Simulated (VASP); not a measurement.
# Pd: single point with PBEsol

The system is Pd.

```xyz
1
Lattice="0.0000 1.8987 1.8987 1.8987 0.0000 1.8987 1.8987 1.8987 0.0000" Properties=species:S:1:pos:R:3 pbc="T T T"
Pd    0.0000    0.0000    0.0000
```

This cell differs from its parent crystal: volume scaled by 0.94.

```yaml
Program: VASP 6.6.1
Task: single point
Functional: PBEsol
Potentials_or_basis: VASP PAW PBE potentials, release 64 (Pd)
Cutoff: 520 eV
k_mesh: 19 × 19 × 19
Occupations: fermi-dirac, width 0.05 eV
Spin: no spin polarisation
Dipole_correction: no
Further_INCAR_settings: ALGO = Normal; EDIFF = 1e-07; NBANDS = 11
```

```json
{
  "Pressure": "14.5 GPa",
  "Band gap on the k mesh": "zero (band 5 reaches 11.27 eV, above the bottom of band 6 at 9.49 eV)"
}
```

Levels at points of the mesh, in eV from the Fermi level:
```tsv
k point	band 1	band 2	band 3	band 4	band 5	band 6	band 7	band 8	band 9	band 10
(0.00, 0.00, 0.00)	-7.86	-3.24	-3.24	-3.24	-1.39	-1.39	17.11	22.31	22.31	22.31
```

Wall time 17 s on 1 thread of Intel(R) Xeon(R) Platinum 8488C (Sapphire Rapids), with other jobs on the host, peak memory 0.15 GiB.

Caveat: the PAW data sets were made with another functional, which shifts forces and pressure a little.
